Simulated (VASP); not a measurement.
# CO2 (I-42d) in VASP: a series of runs

CO2 is run at these levels: r2SCAN; tasks: single point.

Program: VASP 6.6.1. These are calculated values, not measurements. Logs are shortened: lines on timing, memory, paths and dates and some standing lists are left out, and cuts for length are marked.

## 1. The cell of the first run

The structure is tetragonal, space group I-42d (No. 122). Conventional cell: a = 3.804 Å, b = 3.804 Å, c = 5.775 Å, α = 90.00°, β = 90.00°, γ = 90.00°. Within 1.8 Å of C (site symmetry -4) lie 4 O at 1.38 Å. O (site symmetry 2) has 2 C at 1.38 Å within 1.8 Å.

## 2. Single point, r2SCAN (strain -2.7%)

POSCAR

```
CO2
1.0
   -1.9022282532      1.9022282532      2.8875102868
    1.9022282532     -1.9022282532      2.8875102868
    1.9022282532      1.9022282532     -2.8875102868
C O
2 4
Direct
    0.0000000000      0.0000000000      0.0000000000
    0.7500000000      0.2500000000      0.5000000000
    0.3750000000      0.3043005097      0.4293005097
    0.6956994903      0.1250000000      0.0706994903
    0.8750000000      0.9456994903      0.5706994903
    0.0543005097      0.6250000000      0.9293005097
```

INCAR.step1

```
ALGO = Normal ; EDIFF = 1E-4
ENCUT = 520 ; GGA = PE
ISMEAR = 0 ; LASPH = True
LCHARG = False ; LREAL = False
LWAVE = True ; NBANDS = 25
NELM = 100 ; PREC = Accurate
SIGMA = 0.01
```

INCAR.step2

```
ALGO = Normal ; EDIFF = 1E-6
ENCUT = 520 ; ISIF = 2
ISMEAR = 0 ; ISTART = 1
LASPH = True ; LCHARG = True
LELF = True ; LMIXTAU = True
LREAL = False ; LVHAR = True
LWAVE = False ; METAGGA = R2SCAN
NBANDS = 25 ; NELM = 100
PREC = Accurate ; SIGMA = 0.01
```

KPOINTS

```
k-points
0
Gamma
  10 10 10
```

Potentials or basis: VASP PAW PBE potentials, release 64 (C, O).

On the command line:

```bash
cat potpaw_PBE.64/C/POTCAR potpaw_PBE.64/O/POTCAR > POTCAR
cp INCAR.step1 INCAR
mpirun -np 1 vasp_std > vasp.out
cp INCAR.step2 INCAR
mpirun -np 1 vasp_std > vasp.out
```

OUTCAR:

```text
EDIFF = 1E-6
   ENCUT = 520
   ISIF = 2
   ISMEAR = 0
   ISTART = 1
   LASPH = True
   LREAL = False
   METAGGA = R2SCAN
   NELM = 100
   PREC = Accurate

 ion  position               nearest neighbor table
   1  0.000  0.000  0.000-   3 1.38   5 1.38   6 1.38   4 1.38
   2  0.750  0.250  0.500-   3 1.38   4 1.38   6 1.38   5 1.38
   3  0.375  0.304  0.429-   1 1.38   2 1.38
   4  0.696  0.125  0.071-   2 1.38   1 1.38
   5  0.875  0.946  0.571-   1 1.38   2 1.38
   6  0.054  0.625  0.929-   1 1.38   2 1.38

  LATTYP: Found a body centered tetragonal cell.
 ALAT       =     3.8044565064
 C/A-ratio  =     1.5179620437

  Lattice vectors:

 A1 = (  -1.9022282532,   1.9022282532,   2.8875102868)
 A2 = (   1.9022282532,  -1.9022282532,   2.8875102868)
 A3 = (   1.9022282532,   1.9022282532,  -2.8875102868)

Analysis of symmetry for initial positions (statically):
=====================================================================
 Subroutine PRICEL returns:
 Original cell was already a primitive cell.

 Routine SETGRP: Setting up the symmetry group for a
 body centered tetragonal supercell.

 Subroutine GETGRP returns: Found  8 space group operations
 (whereof  4 operations were pure point group operations)
 out of a pool of 16 trial point group operations.

The static configuration has the point symmetry S_4 .
 The point group associated with its full space group is D_2d.

Analysis of symmetry for dynamics (positions and initial velocities):
=====================================================================
 Subroutine PRICEL returns:
 Original cell was already a primitive cell.

 Routine SETGRP: Setting up the symmetry group for a
 body centered tetragonal supercell.

 Subroutine GETGRP returns: Found  8 space group operations
 (whereof  4 operations were pure point group operations)
 out of a pool of 16 trial point group operations.

The dynamic configuration has the point symmetry S_4 .
 The point group associated with its full space group is D_2d.

 Subroutine INISYM returns: Found  8 space group operations
 (whereof  4 operations are pure point group operations),
 and found     1 'primitive' translations

----------------------------------------------------------------------------------------

                                     Primitive cell

  volume of cell :      41.7935

  direct lattice vectors                    reciprocal lattice vectors
    -1.902228253  1.902228253  2.887510287     0.000000000  0.262849634  0.173159556
     1.902228253 -1.902228253  2.887510287     0.262849634  0.000000000  0.173159556
     1.902228253  1.902228253 -2.887510287     0.262849634  0.262849634  0.000000000

  length of vectors
     3.946474415  3.946474415  3.946474415     0.314760484  0.314760484  0.371725517

  position of ions in fractional coordinates (direct lattice)
     0.000000000  0.000000000  0.000000000
     0.750000000  0.250000000  0.500000000
     0.375000000  0.304300510  0.429300510
     0.695699490  0.125000000  0.070699490
     0.875000000  0.945699490  0.570699490
     0.054300510  0.625000000  0.929300510

  ion indices of the primitive-cell ions
   primitive index   ion index
                 1           1
                 2           2
                 3           3
                 4           4
                 5           5
                 6           6

----------------------------------------------------------------------------------------

 KPOINTS: k-points

Automatic generation of k-mesh.
 Grid dimensions read from file:
 generate k-points for:   10   10   10

 Generating k-lattice:

  Cartesian coordinates                     Fractional coordinates (reciprocal lattice)
     0.000000000  0.026284963  0.017315956     0.100000000 -0.000000000  0.000000000
     0.026284963  0.000000000  0.017315956    -0.000000000  0.100000000  0.000000000
     0.026284963  0.026284963  0.000000000     0.000000000  0.000000000  0.100000000

  Length of vectors
     0.031476048  0.031476048  0.037172552

  Shift w.r.t. Gamma in fractional coordinates (k-lattice)
     0.000000000  0.000000000  0.000000000

 Subroutine IBZKPT returns following result:
 ===========================================

 Found    102 irreducible k-points:

 Following reciprocal coordinates:
            Coordinates               Weight
  0.000000  0.000000  0.000000      1.000000
  0.100000  0.000000 -0.000000      8.000000
  0.200000  0.000000 -0.000000      8.000000
  0.300000  0.000000  0.000000      8.000000
  0.400000  0.000000  0.000000      8.000000
  0.500000  0.000000  0.000000      4.000000
[... 16 lines left out ...]
  0.300000  0.300000  0.000000      8.000000
  0.400000  0.300000  0.000000     16.000000
 [... further k-points ...]
   k-points           NKPTS =    102   k-points in BZ     NKDIM =    102   number of bands    NBANDS=     25
   number of dos      NEDOS =    301   number of ions     NIONS =      6
   total plane-waves  NPLWV =  27000
   dimension x,y,z NGX =    30 NGY =   30 NGZ =   30
   dimension x,y,z NGXF=    60 NGYF=   60 NGZF=   60
   ions per type =               2   4
   NGX,Y,Z   is equivalent  to a cutoff of  12.64, 12.64, 12.64 a.u.
   NGXF,Y,Z  is equivalent  to a cutoff of  25.28, 25.28, 25.28 a.u.
 SYSTEM =  unknown system
   PREC   = accura    normal or accurate (medium, high low for compatibility)
   ISTART =      1    job   : 0-new  1-cont  2-samecut
   ICHARG =      0    charge: 1-file 2-atom 10-const
   ISPIN  =      1    spin polarized calculation?
   LNONCOLLINEAR =      F non collinear calculations
   LSORBIT =      F    spin-orbit coupling
   LASPH  =      T    aspherical Exc in radial PAW
   ENCUT  =  520.0 eV  38.22 Ry    6.18 a.u.   7.34  7.34  7.34*2*pi/ulx,y,z
   NELM   =    100;   NELMIN=  2; NELMDL=  0     # of ELM steps
   EDIFF  = 0.1E-05   stopping-criterion for ELM
   LREAL  =      F    real-space projection
   EDIFFG = 0.1E-04   stopping-criterion for IOM
   NSW    =      0    number of steps for IOM
   IBRION =     -1    ionic relax: 0-MD 1-quasi-New 2-CG
   NFREE  =      0    steps in history (QN), initial steepest desc. (CG)
   ISIF   =      2    stress and relaxation
   ISYM   =      2    0-nonsym 1-usesym 2-fastsym
   POTIM  = 0.5000    time-step for ionic-motion
   TEBEG  =    0.0;   TEEND  =   0.0 temperature during run
   PSTRESS=    0.0 pullay stress
   NELECT =      32.0000    total number of electrons
   NUPDOWN=      -1.0000    fix difference up-down
   EMIN   =  10.00;   EMAX   =-10.00  energy-range for DOS
   EFERMI =   0.00;   METHOD = LEGACY
   ISMEAR =     0;   SIGMA  =   0.01  broadening in eV -4-tet -1-fermi 0-gaus
   EFERMI_NEDOS =   21; number of points for ismear=-14 and -15
   IALGO  =     38    algorithm
   IMIX   =      4    mixing-type and parameters
     AMIX     =   0.40;   BMIX     =  1.00
     AMIX_MAG =   1.60;   BMIX_MAG =  1.00
  volume/ion in A,a.u.               =       6.97        47.01
  Fermi-wavevector in a.u.,A,eV,Ry     =   1.497690  2.830223 30.518888  2.243075
  Thomas-Fermi vector in A             =   2.609545
   LORBIT       =      0    0 simple, 1 ext, 2 COOP (PROOUT), +10 PAW based schemes
   METAGGA = R2SCAN    functional components
   LHFCALC =     F    Hartree Fock is set to
   AEXX    =    0.0000 exact exchange contribution
   IVDW    =     0    specifies the selected vdW correction
   LEPSILON=     F    determine dielectric tensor
   LRPA    =     F    only Hartree local field effects (RPA)
 non-spin polarized calculation
 Gauss-broadening in eV      SIGMA  =   0.01
  energy-cutoff  :      520.00
  volume of cell :       41.79
 maximum number of plane-waves:      1136
 NGX is ok and might be reduce to    30
   NGX = 15   NGY = 15   NGZ = 15

 number of electron      32.0000006 magnetization

 Free energy of the ion-electron system (eV)
  ---------------------------------------------------
  ext. energy  EPLUGINS =         0.00000000
  ---------------------------------------------------
  free energy    TOTEN  =       -49.16135266 eV

  energy without entropy =      -49.16135266  energy(sigma->0) =      -49.16135266

 E-fermi :   3.0246     XC(G=0): -12.6103

 val. band max:        2.9728435674   @ k =   0.5000   0.0000   0.0000
 cond. band min:      11.4558053575   @ k =   0.0000   0.0000   0.0000
 fundamental gap:      8.4829617901
 Fermi energy:         3.0246486490

 k-point     1 :       0.0000    0.0000    0.0000
  band No.  band energies     occupation
      1     -23.0777      2.00000
      2     -17.3844      2.00000
      3     -17.3844      2.00000
      4     -16.4653      2.00000
      5     -12.2657      2.00000
      6      -7.3571      2.00000
[... 17 lines left out ...]
     24      19.9825      0.00000
     25      19.9825      0.00000

 k-point     2 :       0.1000    0.0000   -0.0000
  band No.  band energies     occupation
      1     -23.0017      2.00000
      2     -17.5368      2.00000
      3     -17.4077      2.00000
      4     -16.5850      2.00000
      5     -12.0452      2.00000
      6      -7.3425      2.00000
[... 17 lines left out ...]
     24      19.9701      0.00000
     25      20.0592      0.00000

 k-point     3 :       0.2000    0.0000   -0.0000
  band No.  band energies     occupation
      1     -22.7819      2.00000
      2     -18.0169      2.00000
      3     -17.4614      2.00000
      4     -16.7757      2.00000
      5     -11.5423      2.00000
      6      -7.3253      2.00000
[... 552 lines left out ...]
 k-point    23 :       0.3000    0.3000    0.0000
  band No.  band energies     occupation
      1     -21.5925      2.00000
      2     -19.8388      2.00000
      3     -17.7032      2.00000
      4     -17.2655      2.00000
      5      -9.8948      2.00000
      6      -7.8430      2.00000
[... 17 lines left out ...]
     24      19.2614      0.00000
     25      20.1095      0.00000

 k-point    24 :       0.4000    0.3000    0.0000
  band No.  band energies     occupation
      1     -21.3265      2.00000
      2     -20.1592      2.00000
      3     -17.6760      2.00000
      4     -17.3246      2.00000
      5      -9.7031      2.00000
      6      -8.1814      2.00000
[... 17 lines left out ...]
     24      19.3434      0.00000
     25      20.3727      0.00000

 [... further k-points ...]

------------------------ aborting loop because EDIFF is reached ----------------------------------------

  FORCE on cell =-STRESS in cart. coord.  units (eV):
  Direction    XX          YY          ZZ          XY          YZ          ZX
  --------------------------------------------------------------------------------------
  -------------------------------------------------------------------------------------
  Total        4.4895583      4.4895583      5.4829467      0.0000000     -0.0000000      0.0000000
  in kB      172.1097258    172.1097258    210.1918242      0.0000000     -0.0000000      0.0000000
  external PRESSURE =     184.8037586 kB  Pullay stress =       0.0000000 kB

 VOLUME and BASIS-vectors are now :
 -----------------------------------------------------------------------------
  energy-cutoff  :      520.00
  volume of cell :       41.79
      direct lattice vectors                 reciprocal lattice vectors
    -1.902228253  1.902228253  2.887510287     0.000000000  0.262849634  0.173159556
     1.902228253 -1.902228253  2.887510287     0.262849634  0.000000000  0.173159556
     1.902228253  1.902228253 -2.887510287     0.262849634  0.262849634  0.000000000

 POSITION                                       TOTAL-FORCE (eV/Angst)
 -----------------------------------------------------------------------------------
      0.00000      0.00000      0.00000        -0.000000     -0.000000      0.000000
      0.00000      1.90223      1.44376        -0.000000     -0.000000     -0.000000
      0.68214      0.95111      0.72188         0.154299     -0.000000      0.000000
     -0.95111      1.22009      2.16563        -0.000000     -0.154299     -0.000000
      1.22009      0.95111      3.60939        -0.154299     -0.000000     -0.000000
      2.85334      0.68214     -0.72188         0.000000      0.154299      0.000000
 -----------------------------------------------------------------------------------
    total drift:                               -0.000001     -0.000001     -0.000002

  FREE ENERGIE OF THE ION-ELECTRON SYSTEM (eV)
  ---------------------------------------------------
  free  energy   TOTEN  =       -49.1613526559 eV

  energy  without entropy=      -49.1613526559  energy(sigma->0) =      -49.16135266
```

Run time: 7.7 min. Hardware: 1 thread of Intel Xeon 6975P-C (Granite Rapids), shared host; peak memory 0.21 GiB.

What came out:

```yaml
Free_energy: -49.1614 eV
Pressure: 18.5 GPa
Largest_force: 0.154 eV/Å
Band_gap_on_the_k_mesh: 8.48 eV (least direct gap 8.73 eV)
```

Forces on the atoms (eV/Å):
```
C    0.000  0.000  0.000
C    0.000  0.000  0.000
O    0.154  0.000  0.000
O    0.000 -0.154  0.000
O   -0.154  0.000  0.000
O    0.000  0.154  0.000
```

Caveat: the cell differs from its parent crystal (strain -2.7%); the cell stands under pressure; the PAW data sets were made with another functional, which shifts forces and pressure a little. A k mesh can miss the band edges.

## 3. Single point, r2SCAN (uniaxial z strain -2.2%)

POSCAR

```
CO2
1.0
   -1.9548127153      1.9548127153      2.9026436775
    1.9548127153     -1.9548127153      2.9026436775
    1.9548127153      1.9548127153     -2.9026436775
C O
2 4
Direct
    0.0000000000      0.0000000000      0.0000000000
    0.7500000000      0.2500000000      0.5000000000
    0.3750000000      0.2942971230      0.4192971230
    0.7057028770      0.1250000000      0.0807028770
    0.8750000000      0.9557028770      0.5807028770
    0.0442971230      0.6250000000      0.9192971230
```

INCAR.step1

```
SYSTEM = CO2
PREC = Accurate
ENCUT = 520
ISMEAR = 0
SIGMA = 0.01
LREAL = .False.
LASPH = .True.
NELM = 60
NBANDS = 25
GGA = PE
ALGO = Normal
EDIFF = 1E-4
LWAVE = .True.
LCHARG = .False.
```

INCAR.step2

```
SYSTEM = CO2
PREC = Accurate
ENCUT = 520
EDIFF = 1E-6
ISMEAR = 0
SIGMA = 0.01
LREAL = .False.
LASPH = .True.
NELM = 60
ALGO = Normal
ISIF = 2
LWAVE = .False.
LCHARG = .True.
METAGGA = R2SCAN
LMIXTAU = .True.
LELF = .True.
LVHAR = .True.
NBANDS = 25
ISTART = 1
```

KPOINTS

```
regular mesh
0
Gamma
  10 10 10
  0 0 0
```

Potentials or basis: VASP PAW PBE potentials, release 64 (C, O).

On the command line:

```bash
cat potpaw_PBE.64/C/POTCAR potpaw_PBE.64/O/POTCAR > POTCAR
cp INCAR.step1 INCAR
mpirun -np 1 vasp_std > vasp.out
cp INCAR.step2 INCAR
mpirun -np 1 vasp_std > vasp.out
```

Wall time 7.1 min (1 thread of Intel Xeon 6975P-C (Granite Rapids), shared host); peak memory 0.22 GiB.

Results (log left out):

| Quantity | Value |
| --- | --- |
| Free energy | -49.3322 eV |
| Pressure | 6.9 GPa |
| Largest force | 0.139 eV/Å |
| Band gap on the k mesh | 8.46 eV (least direct gap 8.79 eV) |

Forces on the atoms (eV/Å):
```
C    0.000  0.000  0.000
C    0.000  0.000  0.000
O    0.139  0.000  0.000
O    0.000 -0.139  0.000
O   -0.139  0.000  0.000
O    0.000  0.139  0.000
```

Stress tensor (GPa, compression positive):
```
5.63 0.00 0.00
0.00 5.63 0.00
0.00 0.00 9.36
```

Levels at points of the mesh, in eV from the valence-band top:
```csv
k point,band 12,band 13,band 14,band 15,band 16,band 17,band 18,band 19,band 20,band 21
"(0.00, 0.00, 0.00)",-1.44,-1.44,-0.87,-0.87,-0.33,8.46,10.55,10.67,10.67,13.46
"(0.50, 0.00, 0.00)",-2.48,-1.77,-1.53,-0.49,0.00,9.46,10.52,10.98,11.56,13.56
"(0.50, 0.50, 0.00)",-2.83,-0.73,-0.73,-0.59,-0.59,10.13,10.13,11.02,11.02,12.82
"(0.50, 0.50, 0.50)",-3.32,-2.98,-2.98,-0.08,-0.08,10.04,10.04,11.93,11.93,12.47
```

Caveat: the cell differs from its parent crystal (uniaxial z strain -2.2%); the cell stands under pressure; the PAW data sets were made with another functional, which shifts forces and pressure a little. A k mesh can miss the band edges.

## 4. Single point, r2SCAN (biaxial xy strain +3.8%)

POSCAR

```
CO2
1.0
   -2.0296820423      2.0296820423      2.9673315043
    2.0296820423     -2.0296820423      2.9673315043
    2.0296820423      2.0296820423     -2.9673315043
C O
2 4
Direct
    0.0000000000      0.0000000000      0.0000000000
    0.7500000000      0.2500000000      0.5000000000
    0.3750000000      0.2787971452      0.4037971452
    0.7212028548      0.1250000000      0.0962028548
    0.8750000000      0.9712028548      0.5962028548
    0.0287971452      0.6250000000      0.9037971452
```

INCAR.step1

```
SYSTEM = CO2
ALGO = Normal
EDIFF = 1E-4
ENCUT = 520
GGA = PE
ISMEAR = 0
LASPH = .TRUE.
LCHARG = .FALSE.
LREAL = .FALSE.
LWAVE = .TRUE.
NBANDS = 25
NELM = 60
PREC = Accurate
SIGMA = 0.01
```

INCAR.step2

```
SYSTEM = CO2
ALGO = Normal
EDIFF = 1E-6
ENCUT = 520
ISIF = 2
ISMEAR = 0
ISTART = 1
LASPH = .TRUE.
LCHARG = .TRUE.
LELF = .TRUE.
LMIXTAU = .TRUE.
LREAL = .FALSE.
LVHAR = .TRUE.
LWAVE = .FALSE.
METAGGA = R2SCAN
NBANDS = 25
NELM = 60
PREC = Accurate
SIGMA = 0.01
```

KPOINTS

```
k-points
0
G
  10 10 10
  0 0 0
```

On the command line:

```bash
cat potpaw_PBE.64/C/POTCAR potpaw_PBE.64/O/POTCAR > POTCAR
cp INCAR.step1 INCAR
mpirun -np 1 vasp_std > vasp.out
cp INCAR.step2 INCAR
mpirun -np 1 vasp_std > vasp.out
```

Wall time 4.8 min (1 thread of Intel Xeon 6975P-C (Granite Rapids), shared host); peak memory 0.23 GiB.

The run converged. Its results:

```yaml
Free_energy: -49.2778 eV
Pressure: -7.9 GPa
Largest_force: 0.111 eV/Å
Band_gap_on_the_k_mesh: 8.31 eV (least direct gap 8.77 eV)
```

Forces on the atoms (eV/Å):
```
C    0.000  0.000  0.000
C    0.000  0.000  0.000
O    0.111  0.000  0.000
O    0.000 -0.111  0.000
O   -0.111  0.000  0.000
O    0.000  0.111  0.000
```

Stress tensor (GPa, compression positive):
```
-8.47  0.00  0.00
 0.00 -8.47  0.00
 0.00  0.00 -6.67
```

Levels at points of the mesh, in eV from the valence-band top:
```tsv
k point	band 12	band 13	band 14	band 15	band 16	band 17	band 18	band 19	band 20	band 21
(0.00, 0.00, 0.00)	-1.07	-1.07	-0.94	-0.94	-0.47	8.31	9.51	9.87	9.87	12.60
(0.50, 0.00, 0.00)	-2.16	-1.72	-1.36	-0.46	0.00	8.88	9.90	10.12	11.12	13.34
(0.50, 0.50, 0.00)	-2.73	-0.77	-0.77	-0.46	-0.46	9.39	9.39	10.58	10.58	12.66
(0.50, 0.50, 0.50)	-3.02	-2.86	-2.86	-0.03	-0.03	9.84	9.84	11.07	11.07	12.39
```

Caveat: the cell differs from its parent crystal (biaxial xy strain +3.8%); the cell stands under tension; the PAW data sets were made with another functional, which shifts forces and pressure a little. A k mesh can miss the band edges.

## 5. Overview

| cell | gap on the mesh (eV) | pressure (GPa) | largest force (eV/Å) |
| --- | --- | --- | --- |
| a = 3.946 Å, angles 122.4, 122.4, 85.9°, 6 atoms, strain -2.7% | 8.48 | 18.5 | 0.15 |
| a = 4.008 Å, angles 121.6, 121.6, 87.2°, 6 atoms, uniaxial z strain -2.2% | 8.46 | 6.9 | 0.14 |
| a = 4.128 Å, angles 121.1, 121.1, 88.1°, 6 atoms, biaxial xy strain +3.8% | 8.31 | -7.9 | 0.11 |

Alike in all rows: task single point; level r2SCAN; potentials or basis VASP PAW PBE potentials, release 64 (C, O); no spin polarisation; k mesh 10 × 10 × 10; cutoff (eV) 520; smearing gaussian 0.01 eV.

Caveats: the PAW data sets were made with another functional, which shifts forces and pressure a little; the cell stands under pressure (at least some runs); the cell stands under tension (at least some runs).

Absolute energies hang on the potentials; compare differences alone.
